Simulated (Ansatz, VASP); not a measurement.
**ZnSn2N2: VASP beside Ansatz**

```
CELL_PARAMETERS angstrom
3.29835 0.00000 0.00000
0.00000 3.29835 0.00000
0.00000 0.00000 7.90458
ATOMIC_POSITIONS crystal
Zn 0.00000 0.00000 0.00000
Sn 0.50000 0.50000 0.69242
Sn 0.50000 0.50000 0.30758
N 0.50000 0.00000 0.14539
N 0.00000 0.50000 0.85461
```

Alike in both runs: functional PBEsol; k mesh 7 × 7 × 3; occupations fermi-dirac, width 0.05 eV; no spin polarisation.

Ansatz relaxed the structure, and its values are those at the end. VASP's run is a single point on that final structure, the one shown.

|  | VASP | Ansatz |
| --- | --- | --- |
| version | VASP 6.6.1 | Ansatz 0.2.0 |
| potentials or method | VASP PAW PBE potentials, release 64 (Zn, Sn_d, N) | plane waves, PAW |
| plane-wave cutoff (eV) | 520 | 420 |
| valence electrons in the cell | 50 | 50 |

```csv
,VASP,Ansatz,Ansatz less VASP
pressure (GPa),0.2,0.0,-0.17
rms of the force components (eV/Å),0.011,0.000,-0.0114
```

VASP's potentials were made for PBE, not for PBEsol. With one functional, cell and mesh, what is left measures potentials, basis and numerics.
